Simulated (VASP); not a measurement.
# PtS2 (P-3m1) in VASP: single point with PBE

Aim: the single point of PtS2 with PBE.

All numbers are computed with VASP 6.6.1; they aren't measurements. Logs are shortened: lines on timing, memory, paths and dates and some standing lists are left out, and cuts for length are marked.

## (1) The cell of the first run

Symmetry: P-3m1, No. 164, trigonal system. Conventional cell: a = 3.577 Å, b = 3.577 Å, c = 6.497 Å, α = 90.00°, β = 90.00°, γ = 120.00°. Pt (site symmetry -3m) has 6 S at 2.40 Å within 3.2 Å. Within 3.3 Å of S (site symmetry 3m) lie 3 Pt at 2.40 Å and 3 S at 3.21 Å.

## (2) Single point, PBE

Contents of POSCAR:

```
PtS2
1.0
    3.5765169778      0.0000000000      0.0000000000
   -1.7882584889      3.0973545598      0.0000000000
    0.0000000000      0.0000000000      6.4970108268
Pt S
1 2
Direct
    0.0000000000      0.0000000000      0.0000000000
    0.3333333333      0.6666666667      0.1889487783
    0.6666666667      0.3333333333      0.8110512217
```

Contents of INCAR.step1:

```
SYSTEM = PtS2
ALGO = Normal
EDIFF = 1E-7
ENCUT = 520
GGA = PE
ISIF = 2
ISMEAR = 0
LASPH = .TRUE.
LCHARG = .TRUE.
LMAXMIX = 4
LREAL = .FALSE.
LWAVE = .FALSE.
NBANDS = 18
NELM = 80
PREC = Accurate
SIGMA = 0.02
```

Contents of KPOINTS.step1:

```
k-points
0
G
  12 12 4
  0 0 0
```

Contents of INCAR.step2:

```
SYSTEM = PtS2
ALGO = Normal
EDIFF = 1E-7
ENCUT = 520
GGA = PE
ICHARG = 11
ISIF = 2
ISMEAR = -5
LASPH = .TRUE.
LCHARG = .FALSE.
LMAXMIX = 4
LORBIT = 11
LREAL = .FALSE.
LWAVE = .FALSE.
NEDOS = 1001
NELM = 80
PREC = Accurate
SIGMA = 0.02
```

Contents of KPOINTS.step2:

```
k-points
0
G
  18 18 6
  0 0 0
```

Potentials or basis: VASP PAW PBE potentials, release 64 (Pt, S).

Command:

```console
$ cat potpaw_PBE.64/Pt/POTCAR potpaw_PBE.64/S/POTCAR > POTCAR
$ cp INCAR.step1 INCAR
$ cp KPOINTS.step1 KPOINTS
$ mpirun -np 1 vasp_std > vasp.out
$ cp INCAR.step2 INCAR
$ cp KPOINTS.step2 KPOINTS
$ mpirun -np 1 vasp_std > vasp.out
```

OUTCAR:

```text
SYSTEM = PtS2
   EDIFF = 1E-7
   ENCUT = 520
   GGA = PE
   ICHARG = 11
   ISIF = 2
   ISMEAR = -5
   LASPH = .TRUE.
   LORBIT = 11
   LREAL = .FALSE.
   NELM = 80
   PREC = Accurate

 ion  position               nearest neighbor table
   1  0.000  0.000  0.000-   2 2.40   3 2.40   2 2.40   3 2.40   3 2.40   2 2.40
   2  0.333  0.667  0.189-   1 2.40   1 2.40   1 2.40
   3  0.667  0.333  0.811-   1 2.40   1 2.40   1 2.40

  LATTYP: Found a hexagonal cell.
 ALAT       =     3.5765169778
 C/A-ratio  =     1.8165748596

  Lattice vectors:

 A1 = (   3.5765169778,   0.0000000000,   0.0000000000)
 A2 = (  -1.7882584889,   3.0973545598,   0.0000000000)
 A3 = (   0.0000000000,   0.0000000000,   6.4970108268)

Analysis of symmetry for initial positions (statically):
=====================================================================
 Subroutine PRICEL returns:
 Original cell was already a primitive cell.

 Routine SETGRP: Setting up the symmetry group for a
 hexagonal supercell.

 Subroutine GETGRP returns: Found 12 space group operations
 (whereof 12 operations were pure point group operations)
 out of a pool of 24 trial point group operations.

The static configuration has the point symmetry D_3d.

Analysis of symmetry for dynamics (positions and initial velocities):
=====================================================================
 Subroutine PRICEL returns:
 Original cell was already a primitive cell.

 Routine SETGRP: Setting up the symmetry group for a
 hexagonal supercell.

 Subroutine GETGRP returns: Found 12 space group operations
 (whereof 12 operations were pure point group operations)
 out of a pool of 24 trial point group operations.

The dynamic configuration has the point symmetry D_3d.

 Subroutine INISYM returns: Found 12 space group operations
 (whereof 12 operations are pure point group operations),
 and found     1 'primitive' translations

----------------------------------------------------------------------------------------

                                     Primitive cell

  volume of cell :      71.9722

  direct lattice vectors                    reciprocal lattice vectors
     3.576516978  0.000000000  0.000000000     0.279601637  0.161428080  0.000000000
    -1.788258489  3.097354560  0.000000000     0.000000000  0.322856160  0.000000000
     0.000000000  0.000000000  6.497010827     0.000000000  0.000000000  0.153916936

  length of vectors
     3.576516978  3.576516978  6.497010827     0.322856160  0.322856160  0.153916936

  position of ions in fractional coordinates (direct lattice)
[... 105 lines left out ...]
  Fermi-wavevector in a.u.,A,eV,Ry     =   1.102793  2.083977 16.546767  1.216153
  Thomas-Fermi vector in A             =   2.239242
   LORBIT       =     11    0 simple, 1 ext, 2 COOP (PROOUT), +10 PAW based schemes
   GGA     = PE    functional components
   LHFCALC =     F    Hartree Fock is set to
   AEXX    =    0.0000 exact exchange contribution
   IVDW    =     0    specifies the selected vdW correction
   LEPSILON=     F    determine dielectric tensor
   LRPA    =     F    only Hartree local field effects (RPA)
 non-spin polarized calculation
 Fermi weights with tetrahedron method with Bloechl corrections
  energy-cutoff  :      520.00
  volume of cell :       71.97
 maximum number of plane-waves:      1965
 NGX is ok and might be reduce to    28

 number of electron      21.9999995 magnetization

 Free energy of the ion-electron system (eV)
  ---------------------------------------------------
  ext. energy  EPLUGINS =         0.00000000
  ---------------------------------------------------
  free energy    TOTEN  =       -15.46553898 eV

  energy without entropy =      -15.46553898  energy(sigma->0) =      -15.46553898

 E-fermi :   3.0782     XC(G=0):  -8.8809

 val. band max:        3.0782092131   @ k =   0.1667   0.1667   0.0000
 cond. band min:       4.6065099885   @ k =   0.0000   0.2222   0.3333
 fundamental gap:      1.5283007754
 Fermi energy:         3.0781842976

 k-point     1 :       0.0000    0.0000    0.0000
  band No.  band energies     occupation
      1     -11.0108      2.00000
      2      -8.7686      2.00000
      3      -2.5517      2.00000
      4      -2.5517      2.00000
      5      -2.2912      2.00000
      6       0.1246      2.00000
      7       0.1246      2.00000
      8       2.0454      2.00000
      9       2.6650      2.00000
     10       2.6794      2.00000
     11       2.6794      2.00000
     12       6.1252      0.00000
     13       6.1252      0.00000
     14       8.3768      0.00000
[... 401 lines left out ...]
      2      -9.0811      2.00000
      3      -3.0803      2.00000
      4      -2.0264      2.00000
      5      -1.1685      2.00000
      6      -0.6474      2.00000
      7      -0.0827      2.00000
      8       0.8767      2.00000
      9       0.9109      2.00000
     10       1.5458      2.00000
     11       2.1849      2.00000
     12       5.3927      0.00000
     13       5.6487      0.00000
     14       8.9209      0.00000
     15      10.6277      0.00000

 [... further k-points ...]

------------------------ aborting loop because EDIFF is reached ----------------------------------------

  FORCE on cell =-STRESS in cart. coord.  units (eV):
  Direction    XX          YY          ZZ          XY          YZ          ZX
  --------------------------------------------------------------------------------------
  -------------------------------------------------------------------------------------
  Total       -0.1767726     -0.1767726     -0.1175604      0.0000000      0.0000000      0.0000000
  in kB       -3.9351449     -3.9351449     -2.6170197      0.0000000      0.0000000      0.0000000
  external PRESSURE =      -3.4957698 kB  Pullay stress =       0.0000000 kB

 VOLUME and BASIS-vectors are now :
 -----------------------------------------------------------------------------
  energy-cutoff  :      520.00
  volume of cell :       71.97
      direct lattice vectors                 reciprocal lattice vectors
     3.576516978  0.000000000  0.000000000     0.279601637  0.161428080  0.000000000
    -1.788258489  3.097354560  0.000000000     0.000000000  0.322856160  0.000000000
     0.000000000  0.000000000  6.497010827     0.000000000  0.000000000  0.153916936

 POSITION                                       TOTAL-FORCE (eV/Angst)
 -----------------------------------------------------------------------------------
      0.00000      0.00000      0.00000         0.000000      0.000000      0.000000
     -0.00000      2.06490      1.22760         0.000000     -0.000000     -0.036475
      1.78826      1.03245      5.26941        -0.000000      0.000000      0.036475
 -----------------------------------------------------------------------------------
    total drift:                                0.000000     -0.000000      0.000000

  FREE ENERGIE OF THE ION-ELECTRON SYSTEM (eV)
  ---------------------------------------------------
  free  energy   TOTEN  =       -15.4655389802 eV

  energy  without entropy=      -15.4655389802  energy(sigma->0) =      -15.46553898

 total charge

# of ion       s       p       d       tot
------------------------------------------
    1        0.686   0.762   7.955   9.403
    2        1.359   2.272   0.000   3.631
    3        1.359   2.272   0.000   3.631
--------------------------------------------------
tot          3.404   5.306   7.955  16.665
```

OUTCAR.step1:

```text
SYSTEM = PtS2
   EDIFF = 1E-7
   ENCUT = 520
   GGA = PE
   ISIF = 2
   ISMEAR = 0
[... 731 lines left out ...]
      0.00000      0.00000      0.00000         0.000000      0.000000     -0.000000
     -0.00000      2.06490      1.22760         0.000000      0.000000     -0.036489
      1.78826      1.03245      5.26941        -0.000000     -0.000000      0.036489
 -----------------------------------------------------------------------------------
    total drift:                               -0.000000     -0.000000     -0.000000

  FREE ENERGIE OF THE ION-ELECTRON SYSTEM (eV)
  ---------------------------------------------------
  free  energy   TOTEN  =       -15.4655571823 eV

  energy  without entropy=      -15.4655571823  energy(sigma->0) =      -15.46555718
```

OSZICAR.step1:

```text
N       E                     dE             d eps       ncg     rms          rms(c)
DAV:   1     0.116674613275E+03    0.11667E+03   -0.99059E+03  2508   0.105E+03
DAV:   2    -0.104159414753E+02   -0.12709E+03   -0.12238E+03  3120   0.213E+02
DAV:   3    -0.167564356453E+02   -0.63405E+01   -0.62982E+01  3146   0.492E+01
DAV:   4    -0.168435698655E+02   -0.87134E-01   -0.87078E-01  3344   0.622E+00
DAV:   5    -0.168454811397E+02   -0.19113E-02   -0.19111E-02  3184   0.878E-01    0.174E+01
DAV:   6    -0.157286669010E+02    0.11168E+01   -0.63953E+00  2590   0.243E+01    0.114E+01
DAV:   7    -0.154888162393E+02    0.23985E+00   -0.12434E+00  2602   0.111E+01    0.550E+00
DAV:   8    -0.154693580812E+02    0.19458E-01   -0.75690E-02  2880   0.179E+00    0.110E+00
DAV:   9    -0.154652533494E+02    0.41047E-02   -0.10745E-02  2998   0.105E+00    0.228E-01
DAV:  10    -0.154655152899E+02   -0.26194E-03   -0.18336E-03  2998   0.271E-01    0.754E-02
DAV:  11    -0.154655504457E+02   -0.35156E-04   -0.70630E-05  3016   0.739E-02    0.441E-02
DAV:  12    -0.154655555212E+02   -0.50755E-05   -0.10908E-05  2762   0.266E-02    0.154E-02
DAV:  13    -0.154655568350E+02   -0.13138E-05   -0.30596E-06  2996   0.122E-02    0.413E-03
DAV:  14    -0.154655571059E+02   -0.27094E-06   -0.27295E-07  2786   0.381E-03    0.838E-04
DAV:  15    -0.154655571823E+02   -0.76359E-07   -0.29002E-08  2396   0.115E-03
   1 F= -.15465557E+02 E0= -.15465557E+02  d E =-.859028E-13
```

It took 1.7 min on 1 thread of AMD EPYC 9R45 (Zen 5), shared host; peak memory 0.32 GiB.

Results:

```
Valence electrons inside the program's atomic spheres : Pt 9.40; S 3.63
```

Caveat: spin-orbit coupling is left out, which moves the levels of the heavy elements; this functional lacks dispersion, which binds layers or chains, so the pressure and a relaxed spacing across them are unreliable.
